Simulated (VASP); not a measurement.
# LaSi2C2 (P4_2/mmc) in VASP: single point with PBE

Aim: the single point of LaSi2C2 with PBE.

All numbers are computed with VASP 6.6.1; they aren't measurements. Logs are shortened: lines on timing, memory, paths and dates and some standing lists are left out, and cuts for length are marked.

### 1 The cell of the first run

It takes space group P4_2/mmc (No. 131, tetragonal). The conventional cell has a = 4.216 Å, b = 4.216 Å, c = 8.741 Å, α = 90.00°, β = 90.00°, γ = 90.00°. C (site symmetry m2m) has 1 C at 1.46 Å and 2 Si at 1.80 Å within 1.9 Å. La (site symmetry -4m2) has 16 C at 3.12 to 4.62 Å and 16 Si at 3.18 to 4.46 Å and 6 La at 4.22 to 4.37 Å within 4.7 Å. Within 2.4 Å of Si (site symmetry m2m) lie 2 C at 1.80 Å and 2 Si at 1.91 to 2.31 Å.

### 2 Single point, PBE

File INCAR:

```
SYSTEM = LaSi2C2
PREC = Accurate
ENCUT = 520
EDIFF = 1E-6
ISMEAR = -1
SIGMA = 0.1
LREAL = .FALSE.
LASPH = .TRUE.
NELM = 80
ALGO = Normal
ISIF = 2
LWAVE = .FALSE.
LCHARG = .FALSE.
GGA = PE
NBANDS = 38
```

File KPOINTS:

```
Automatic mesh
0
G
  4 4 2
  0 0 0
```

File POSCAR:

```
LaSi2C2
1.0
    4.2158250000      0.0000000000      0.0000000000
    0.0000000000      4.2158250000      0.0000000000
    0.0000000000      0.0000000000      8.7406270000
C La Si
4 2 4
Direct
    0.1730000000      0.5000000000      0.2500000000
    0.5000000000      0.8270000000      0.7500000000
    0.8270000000      0.5000000000      0.2500000000
    0.5000000000      0.1730000000      0.7500000000
    0.0000000000      0.0000000000      0.0000000000
    0.0000000000      0.0000000000      0.5000000000
    0.5000000000      0.2260000000      0.2500000000
    0.2260000000      0.5000000000      0.7500000000
    0.5000000000      0.7740000000      0.2500000000
    0.7740000000      0.5000000000      0.7500000000
```

Potentials or basis: VASP PAW PBE potentials, release 64 (C, La, Si).

Launch:

```bash
cat potpaw_PBE.64/C/POTCAR potpaw_PBE.64/La/POTCAR potpaw_PBE.64/Si/POTCAR > POTCAR
mpirun -np 1 vasp_std > vasp.out
```

OUTCAR:

```text
SYSTEM = LaSi2C2
   PREC = Accurate
   ENCUT = 520
   EDIFF = 1E-6
   ISMEAR = -1
   LREAL = .FALSE.
   LASPH = .TRUE.
   NELM = 80
   ISIF = 2
   GGA = PE

 ion  position               nearest neighbor table
   1  0.173  0.500  0.250-   3 1.46   7 1.80   9 1.80
   2  0.500  0.827  0.750-   4 1.46   8 1.80  10 1.80
   3  0.827  0.500  0.250-   1 1.46   7 1.80   9 1.80
   4  0.500  0.173  0.750-   2 1.46   8 1.80  10 1.80
   5  0.000  0.000  0.000-   7 3.18   8 3.18   9 3.18  10 3.18   8 3.18  10 3.18   7 3.18   9 3.18

   6  0.000  0.000  0.500-   7 3.18   8 3.18   9 3.18  10 3.18   8 3.18  10 3.18   7 3.18   9 3.18

   7  0.500  0.226  0.250-   1 1.80   3 1.80   9 1.91   9 2.31   6 3.18   5 3.18   5 3.18   6 3.18

   8  0.226  0.500  0.750-   2 1.80   4 1.80  10 1.91  10 2.31   6 3.18   5 3.18   5 3.18   6 3.18

   9  0.500  0.774  0.250-   1 1.80   3 1.80   7 1.91   7 2.31   5 3.18   6 3.18   5 3.18   6 3.18

  10  0.774  0.500  0.750-   2 1.80   4 1.80   8 1.91   8 2.31   5 3.18   5 3.18   6 3.18   6 3.18

  LATTYP: Found a simple tetragonal cell.
 ALAT       =     4.2158250000
 C/A-ratio  =     2.0732898069

  Lattice vectors:

 A1 = (   4.2158250000,   0.0000000000,   0.0000000000)
 A2 = (   0.0000000000,   4.2158250000,   0.0000000000)
 A3 = (   0.0000000000,   0.0000000000,   8.7406270000)

Analysis of symmetry for initial positions (statically):
=====================================================================
 Subroutine PRICEL returns:
 Original cell was already a primitive cell.

 Routine SETGRP: Setting up the symmetry group for a
 simple tetragonal supercell.

 Subroutine GETGRP returns: Found 16 space group operations
 (whereof  8 operations were pure point group operations)
 out of a pool of 16 trial point group operations.

The static configuration has the point symmetry D_2d.
 The point group associated with its full space group is D_4h.

Analysis of symmetry for dynamics (positions and initial velocities):
=====================================================================
 Subroutine PRICEL returns:
 Original cell was already a primitive cell.

 Routine SETGRP: Setting up the symmetry group for a
 simple tetragonal supercell.

 Subroutine GETGRP returns: Found 16 space group operations
 (whereof  8 operations were pure point group operations)
 out of a pool of 16 trial point group operations.

The dynamic configuration has the point symmetry D_2d.
 The point group associated with its full space group is D_4h.

 Subroutine INISYM returns: Found 16 space group operations
 (whereof  8 operations are pure point group operations),
 and found     1 'primitive' translations

----------------------------------------------------------------------------------------

                                     Primitive cell

  volume of cell :     155.3487

  direct lattice vectors                    reciprocal lattice vectors
     4.215825000  0.000000000  0.000000000     0.237201497  0.000000000  0.000000000
     0.000000000  4.215825000  0.000000000     0.000000000  0.237201497  0.000000000
     0.000000000  0.000000000  8.740627000     0.000000000  0.000000000  0.114408268

  length of vectors
     4.215825000  4.215825000  8.740627000     0.237201497  0.237201497  0.114408268

  position of ions in fractional coordinates (direct lattice)
     0.173000000  0.500000000  0.250000000
     0.500000000  0.827000000  0.750000000
     0.827000000  0.500000000  0.250000000
     0.500000000  0.173000000  0.750000000
     0.000000000  0.000000000  0.000000000
     0.000000000  0.000000000  0.500000000
     0.500000000  0.226000000  0.250000000
     0.226000000  0.500000000  0.750000000
     0.500000000  0.774000000  0.250000000
     0.774000000  0.500000000  0.750000000

  ion indices of the primitive-cell ions
   primitive index   ion index
                 1           1
                 2           2
                 3           3
                 4           4
                 5           5
                 6           6
                 7           7
                 8           8
                 9           9
                10          10

----------------------------------------------------------------------------------------

 KPOINTS: Automatic mesh

Automatic generation of k-mesh.
 Grid dimensions read from file:
 generate k-points for:    4    4    2

 Generating k-lattice:

  Cartesian coordinates                     Fractional coordinates (reciprocal lattice)
     0.059300374  0.000000000  0.000000000     0.250000000  0.000000000  0.000000000
     0.000000000  0.059300374  0.000000000     0.000000000  0.250000000  0.000000000
     0.000000000  0.000000000  0.057204134     0.000000000  0.000000000  0.500000000

  Length of vectors
     0.059300374  0.059300374  0.057204134

  Shift w.r.t. Gamma in fractional coordinates (k-lattice)
     0.000000000  0.000000000  0.000000000

 Subroutine IBZKPT returns following result:
 ===========================================

 Found     12 irreducible k-points:

 Following reciprocal coordinates:
            Coordinates               Weight
  0.000000  0.000000  0.000000      1.000000
  0.250000  0.000000  0.000000      4.000000
  0.500000  0.000000  0.000000      2.000000
  0.250000  0.250000  0.000000      4.000000
  0.500000  0.250000  0.000000      4.000000
  0.500000  0.500000  0.000000      1.000000
  0.000000  0.000000  0.500000      1.000000
  0.250000  0.000000  0.500000      4.000000
  0.500000  0.000000  0.500000      2.000000
  0.250000  0.250000  0.500000      4.000000
  0.500000  0.250000  0.500000      4.000000
  0.500000  0.500000  0.500000      1.000000
   k-points           NKPTS =     12   k-points in BZ     NKDIM =     12   number of bands    NBANDS=     38
   number of dos      NEDOS =    301   number of ions     NIONS =     10
   total plane-waves  NPLWV =  71680
   dimension x,y,z NGX =    32 NGY =   32 NGZ =   70
   dimension x,y,z NGXF=    64 NGYF=   64 NGZF=  140
   ions per type =               4   2   4
   NGX,Y,Z   is equivalent  to a cutoff of  12.62, 12.62, 13.31 a.u.
   NGXF,Y,Z  is equivalent  to a cutoff of  25.24, 25.24, 26.63 a.u.
 SYSTEM =  LaSi2C2
   PREC   = accura    normal or accurate (medium, high low for compatibility)
   ISTART =      0    job   : 0-new  1-cont  2-samecut
   ICHARG =      2    charge: 1-file 2-atom 10-const
   ISPIN  =      1    spin polarized calculation?
   LNONCOLLINEAR =      F non collinear calculations
   LSORBIT =      F    spin-orbit coupling
   LASPH  =      T    aspherical Exc in radial PAW
   ENCUT  =  520.0 eV  38.22 Ry    6.18 a.u.   7.84  7.84 16.25*2*pi/ulx,y,z
   NELM   =     80;   NELMIN=  2; NELMDL= -5     # of ELM steps
   EDIFF  = 0.1E-05   stopping-criterion for ELM
   LREAL  =      F    real-space projection
   EDIFFG = 0.1E-04   stopping-criterion for IOM
   NSW    =      0    number of steps for IOM
   IBRION =     -1    ionic relax: 0-MD 1-quasi-New 2-CG
   NFREE  =      0    steps in history (QN), initial steepest desc. (CG)
   ISIF   =      2    stress and relaxation
   ISYM   =      2    0-nonsym 1-usesym 2-fastsym
   POTIM  = 0.5000    time-step for ionic-motion
   TEBEG  =    0.0;   TEEND  =   0.0 temperature during run
   PSTRESS=    0.0 pullay stress
   NELECT =      54.0000    total number of electrons
   NUPDOWN=      -1.0000    fix difference up-down
   EMIN   =  10.00;   EMAX   =-10.00  energy-range for DOS
   EFERMI =   0.00;   METHOD = LEGACY
   ISMEAR =    -1;   SIGMA  =   0.10  broadening in eV -4-tet -1-fermi 0-gaus
   EFERMI_NEDOS =   21; number of points for ismear=-14 and -15
   IALGO  =     38    algorithm
   IMIX   =      4    mixing-type and parameters
     AMIX     =   0.40;   BMIX     =  1.00
     AMIX_MAG =   1.60;   BMIX_MAG =  1.00
  volume/ion in A,a.u.               =      15.53       104.83
  Fermi-wavevector in a.u.,A,eV,Ry     =   1.151075  2.175216 18.027351  1.324973
  Thomas-Fermi vector in A             =   2.287735
   LORBIT       =      0    0 simple, 1 ext, 2 COOP (PROOUT), +10 PAW based schemes
   GGA     = PE    functional components
   LHFCALC =     F    Hartree Fock is set to
   AEXX    =    0.0000 exact exchange contribution
   IVDW    =     0    specifies the selected vdW correction
   LEPSILON=     F    determine dielectric tensor
   LRPA    =     F    only Hartree local field effects (RPA)
 non-spin polarized calculation
  energy-cutoff  :      520.00
  volume of cell :      155.35
 maximum number of plane-waves:      4208
 NGX is ok and might be reduce to    32
   NGX = 15   NGY = 15   NGZ = 33

 number of electron      53.9999997 magnetization

 Free energy of the ion-electron system (eV)
  ---------------------------------------------------
  ext. energy  EPLUGINS =         0.00000000
  ---------------------------------------------------
  free energy    TOTEN  =       -63.89857947 eV

  energy without entropy =      -63.79897698  energy(sigma->0) =      -63.84877822

 E-fermi :   9.1321     XC(G=0): -10.4912

 val. band max:        8.9424419411   @ k =   0.2500   0.0000   0.5000
 cond. band min:       9.1660736880   @ k =   0.2500   0.0000   0.0000
 fundamental gap:      0.2236317468
 Fermi energy:         9.1320656808

 k-point     1 :       0.0000    0.0000    0.0000
  band No.  band energies     occupation
      1     -23.9832      2.00000
      2     -23.9676      2.00000
      3      -8.8977      2.00000
      4      -7.7861      2.00000
      5      -7.6954      2.00000
      6      -7.6954      2.00000
[... 30 lines left out ...]
     37      10.8788      0.00000
     38      10.9558      0.00000

 k-point     2 :       0.2500    0.0000    0.0000
  band No.  band energies     occupation
      1     -23.9738      2.00000
      2     -23.9589      2.00000
      3      -8.6494      2.00000
      4      -8.1715      2.00000
      5      -7.8059      2.00000
      6      -7.7546      2.00000
[... 30 lines left out ...]
     37      10.8607      0.00000
     38      10.9911      0.00000

 k-point     3 :       0.5000    0.0000    0.0000
  band No.  band energies     occupation
      1     -23.9643      2.00000
      2     -23.9501      2.00000
      3      -8.4367      2.00000
      4      -8.2846      2.00000
      5      -7.9696      2.00000
      6      -7.7231      2.00000
[... 30 lines left out ...]
     37      10.9713      0.00000
     38      11.0135      0.00000

 k-point     4 :       0.2500    0.2500    0.0000
  band No.  band energies     occupation
      1     -23.9645      2.00000
      2     -23.9502      2.00000
      3      -8.4393      2.00000
      4      -8.1448      2.00000
      5      -7.9192      2.00000
      6      -7.7917      2.00000
[... 30 lines left out ...]
     37      10.9976      0.00000
     38      11.0234      0.00000
[... 211 lines left out ...]
      4      -8.2461      2.00000
      5      -7.8536      2.00000
      6      -7.8536      2.00000
[... 30 lines left out ...]
     37      10.9757      0.00000
     38      10.9760      0.00000

 k-point    11 :       0.5000    0.2500    0.5000
  band No.  band energies     occupation
      1     -23.9483      2.00000
      2     -23.9483      2.00000
      3      -8.2137      2.00000
      4      -8.0682      2.00000
      5      -8.0302      2.00000
      6      -7.9138      2.00000
[... 30 lines left out ...]
     37      10.9788      0.00000
     38      11.0182      0.00000

 k-point    12 :       0.5000    0.5000    0.5000
  band No.  band energies     occupation
      1     -23.9394      2.00000
      2     -23.9394      2.00000
      3      -8.0980      2.00000
      4      -8.0980      2.00000
      5      -7.9951      2.00000
      6      -7.9951      2.00000
[... 30 lines left out ...]
     37      11.0123      0.00000
     38      11.0255      0.00000

------------------------ aborting loop because EDIFF is reached ----------------------------------------

  FORCE on cell =-STRESS in cart. coord.  units (eV):
  Direction    XX          YY          ZZ          XY          YZ          ZX
  --------------------------------------------------------------------------------------
  -------------------------------------------------------------------------------------
  Total       24.2671774     24.2671774     -5.5773884      0.0000000      0.0000000      0.0000000
  in kB      250.2776735    250.2776735    -57.5219674      0.0000000      0.0000000      0.0000000
  external PRESSURE =     147.6777932 kB  Pullay stress =       0.0000000 kB

 VOLUME and BASIS-vectors are now :
 -----------------------------------------------------------------------------
  energy-cutoff  :      520.00
  volume of cell :      155.35
      direct lattice vectors                 reciprocal lattice vectors
     4.215825000  0.000000000  0.000000000     0.237201497  0.000000000  0.000000000
     0.000000000  4.215825000  0.000000000     0.000000000  0.237201497  0.000000000
     0.000000000  0.000000000  8.740627000     0.000000000  0.000000000  0.114408268

 POSITION                                       TOTAL-FORCE (eV/Angst)
 -----------------------------------------------------------------------------------
      0.72934      2.10791      2.18516        -1.704007      0.000000     -0.000000
      2.10791      3.48649      6.55547         0.000000      1.704007      0.000000
      3.48649      2.10791      2.18516         1.704007      0.000000     -0.000000
      2.10791      0.72934      6.55547         0.000000     -1.704007      0.000000
      0.00000      0.00000      0.00000        -0.000000      0.000000     -0.000000
      0.00000      0.00000      4.37031        -0.000000      0.000000     -0.000000
      2.10791      0.95278      2.18516        -0.000000      3.917388      0.000000
      0.95278      2.10791      6.55547         3.917388      0.000000     -0.000000
      2.10791      3.26305      2.18516         0.000000     -3.917388      0.000000
      3.26305      2.10791      6.55547        -3.917388      0.000000     -0.000000
 -----------------------------------------------------------------------------------
    total drift:                                0.000000      0.000000     -0.000000

  FREE ENERGIE OF THE ION-ELECTRON SYSTEM (eV)
  ---------------------------------------------------
  free  energy   TOTEN  =       -63.8985794695 eV

  energy  without entropy=      -63.7989769776  energy(sigma->0) =      -63.84877822
```

Run time: 2.7 min. Hardware: 1 thread of Intel Xeon 8259CL, shared host; peak memory 0.29 GiB.

What came out:

```
Free energy            : -63.8986 eV
Pressure               : 14.8 GPa
Largest force          : 3.917 eV/Å
Band gap on the k mesh : zero (bands 27 and 28 overlap by 1.13 eV)
```

Forces in eV/Å, atoms in the order of the input:
```
C   -1.704  0.000  0.000
C    0.000  1.704  0.000
C    1.704  0.000  0.000
C    0.000 -1.704  0.000
La   0.000  0.000  0.000
La   0.000  0.000  0.000
Si   0.000  3.917  0.000
Si   3.917  0.000  0.000
Si   0.000 -3.917  0.000
Si  -3.917  0.000  0.000
```

Stress tensor (GPa, compression positive):
```
25.03  0.00  0.00
 0.00 25.03  0.00
 0.00  0.00 -5.75
```

Levels at points of the mesh, in eV from the Fermi level:
```
           k point  band 25  band 26  band 27  band 28  band 29  band 30
(0.00, 0.00, 0.00)    -1.36    -0.57    -0.57    -0.33    -0.33     0.70
(0.50, 0.00, 0.00)    -1.46    -0.88     0.53     0.62     0.87     0.95
(0.50, 0.50, 0.00)    -1.13    -1.13    -0.83     0.88     1.40     1.54
(0.00, 0.00, 0.50)    -0.60    -0.60    -0.51    -0.51    -0.48    -0.48
(0.50, 0.00, 0.50)    -1.42    -0.63     0.28     0.46     0.49     0.85
(0.50, 0.50, 0.50)    -1.13    -1.13     0.63     0.63     1.08     1.08
```

Caveat: the k points lie up to 0.37 Å⁻¹ apart, too coarse for converged energies and pressures of a metal; spin-orbit coupling is left out, which moves the levels of the heavy elements; forces of over 1 eV/Å act on the atoms, so gaps and moduli don't describe the material at rest.

The gap in the log of VASP goes by the Fermi energy; the results here count the filled bands.